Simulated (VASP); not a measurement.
Here is a VASP 6.6.1 calculation.

Contents of INCAR:

```
PREC = Accurate
ENCUT = 500
EDIFF = 1E-6
ISMEAR = 0
SIGMA = 0.01
LREAL = False
LASPH = True
NELM = 120
ALGO = Normal
ISIF = 2
LWAVE = False
LCHARG = True
GGA = PS
LELF = True
LVHAR = True
NBANDS = 15
GGA_COMPAT = False
```

Contents of KPOINTS:

```
Automatic mesh
0
Gamma
  5 5 5
```

Contents of POSCAR:

```
CaSe
1.0
    0.0000000000      3.2553999381      3.2553999381
    3.2553999381      0.0000000000      3.2553999381
    3.2553999381      3.2553999381      0.0000000000
Ca Se
1 1
Direct
    0.0000000000      0.0000000000      0.0000000000
    0.7500000000      0.7500000000      0.7500000000
```

Potentials or basis: VASP PAW PBE potentials, release 64 (Ca_sv, Se).

Command:

```sh
$ cat potpaw_PBE.64/Ca_sv/POTCAR potpaw_PBE.64/Se/POTCAR > POTCAR
$ mpirun -np 1 vasp_std > vasp.out
```

Question: Predict the band gap on the k mesh.

Answer: 3.13 eV (least direct gap 3.23 eV).

Question: Estimate the pressure.

Answer: 0.0 GPa.

Caveat: the PAW data sets were made with another functional, which shifts forces and pressure a little; an odd mesh through Γ misses points on the zone boundary, where band edges can lie.
